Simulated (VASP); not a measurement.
TiO2, 6 atoms in the cell. Symmetry: P4_2nm, No. 102, tetragonal system. The conventional cell has a = 4.721 Å, b = 4.721 Å, c = 3.013 Å, α = 90.00°, β = 90.00°, γ = 90.00°. Within 2.5 Å of Ti (site symmetry 2mm) lie 6 O at 1.88 to 2.10 Å. Within 2.5 Å of O (site symmetry m) lie 3 Ti at 1.88 to 2.10 Å. 

```yaml
Program: VASP 6.6.1
Task: single point
Functional: PBE
Potentials_or_basis: VASP PAW PBE potentials, release 64 (Ti_sv, O)
Cutoff: 520 eV
k_mesh: 6 × 6 × 10
Occupations: gaussian, width 0.05 eV
Spin: no spin polarisation
Dipole_correction: no
Further_INCAR_settings: ALGO = Normal; EDIFF = 1e-06; NBANDS = 33
```

Potentials or basis: VASP PAW PBE potentials, release 64 (Ti_sv, O).

Run with:

```bash
$ cat potpaw_PBE.64/Ti_sv/POTCAR potpaw_PBE.64/O/POTCAR > POTCAR
$ mpirun -np 1 vasp_std > vasp.out
```

Hardware: 1 thread of Intel(R) Xeon(R) 6975P-C (Granite Rapids), on a shared host.

Problem. How long does it take, and how much memory?

Solution. It took 48 s on 1 thread of Intel(R) Xeon(R) 6975P-C (Granite Rapids), with other jobs on the host, peak memory 0.24 GiB. Counts: scf iterations 16, k points 60.
